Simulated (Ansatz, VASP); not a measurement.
# Two plane-wave programs on BP

Contents of INCAR:

```
SYSTEM = BP
ALGO     = Normal         ! electronic algorithm
EDIFF    = 1E-8           ! SCF threshold, eV
ENCUT    = 520            ! plane-wave cutoff, eV
GGA      = PE             ! functional
ISIF     = 2              ! what is computed and relaxed
ISMEAR   = -1             ! smearing method
LASPH    = .True.         ! aspherical terms in the spheres
LCHARG   = .False.        ! write CHGCAR
LEFG     = .True.       
LREAL    = .False.        ! projectors in reciprocal space
LWAVE    = .False.        ! write WAVECAR
NBANDS   = 11             ! bands
NELM     = 80             ! most SCF steps
PREC     = Accurate       ! precision mode
SIGMA    = 0.05           ! smearing width, eV
```

Contents of KPOINTS:

```
k-points
0
Gamma
  15 15 15
  0 0 0
```

POSCAR

```
BP
1.0
    0.0000000000      2.2690000000      2.2236200000
    2.2690000000      0.0000000000      2.2236200000
    2.2690000000      2.2690000000      0.0000000000
B P
1 1
Direct
    0.0000000000      0.0000000000      0.0000000000
    0.7500000000      0.7500000000      0.7500000000
```

Input for Ansatz:

```yaml
crystal:
  lattice:
    - [0.0, 2.269, 2.22362]
    - [2.269, 0.0, 2.22362]
    - [2.269, 2.269, 0.0]
  atoms:
    - { symbol: B, position: [0.0, 0.0, 0.0] }
    - { symbol: P, position: [0.75, 0.75, 0.75] }
kpoints:
  mp_grid: { grid: [15, 15, 15] }
scf:
  occupations: { method: fermi_dirac, width: 0.05 }
hamiltonian:
  xc: pbe
  pseudopotentials: { kind: paw }
output:
  forces: true
  stress: true
  eigenvalues: true
  efg: { contact_densities: true }
  write_density: true
  write_potential: true
  elf: true
  volumetric_format: npy
```

Change from the starting cell: zz strain of -2 %, PAW files.

Alike in both runs: task electric field gradients; functional PBE; k mesh 15 × 15 × 15; occupations fermi-dirac, width 0.05 eV; no spin polarisation.

```csv
,VASP,Ansatz
version,VASP 6.6.1,Ansatz 0.2.0
potentials or method,"VASP PAW PBE potentials, release 64 (B, P)","PAW with Ansatz's default frozen-core files, scalar-relativistic"
plane-wave cutoff (eV),520,420
valence electrons in the cell,8,8
```

VASP gave:

| Property | Result |
| --- | --- |
| pressure (GPa) | 4.4 |
| traceless stress, the component that is largest in VASP (GPa) | 3.57 |
| size of Vzz on the site where it differs most (V/Å²) | 0.1 |

Question: Estimate Ansatz's values.

Answer: Pressure (GPa): 4.6; traceless stress, the component that is largest in VASP (GPa): 3.56; size of Vzz on the site where it differs most (V/Å²): 0.2.

The functional is the same, so the differences come from potentials, cutoffs and numerics.
